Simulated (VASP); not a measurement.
Runs of VASP 6.6.1 on Al3GaIr. The structure is that of space group Pm-3m (No. 221), or close to it. The cells are those of the table. The cell was generated, and may not be a known phase.

```csv
task,cell,k mesh,cutoff (eV),gap on the mesh (eV),pressure (GPa),relaxed volume (Å³/atom)
relaxation of cell and atoms,"relaxed from a = 4.603 Å, 5 atoms",8 × 8 × 8,600,none,0.1,(a)
relaxation of cell and atoms,"relaxed from a = 4.010 Å, 5 atoms",4 × 4 × 4,600,none,-0.2,19.54
single point,"a = 4.590 Å, 5 atoms",8 × 8 × 8,520,none,0.0,-
single point,"a = 4.603 Å, 5 atoms",4 × 4 × 4,520,none,0.0,-
```

Alike in all rows: level PBE; potentials or basis VASP PAW PBE potentials, release 64 (Al, Ga_d, Ir); no spin polarisation; smearing gaussian 0.1 eV.

Estimate the missing entries.

(a) 19.32.

Caveats: some runs use coarse meshes; spin-orbit coupling is left out, which moves the levels of the heavy elements; the volume moved by over 15 % at a fixed basis, so the end points are rough (at least some runs).

A k mesh can miss the band edges, and the runs leave out spin-orbit coupling on Ga, Ir.

A gap of «none» marks levels without a gap at the run's occupations.
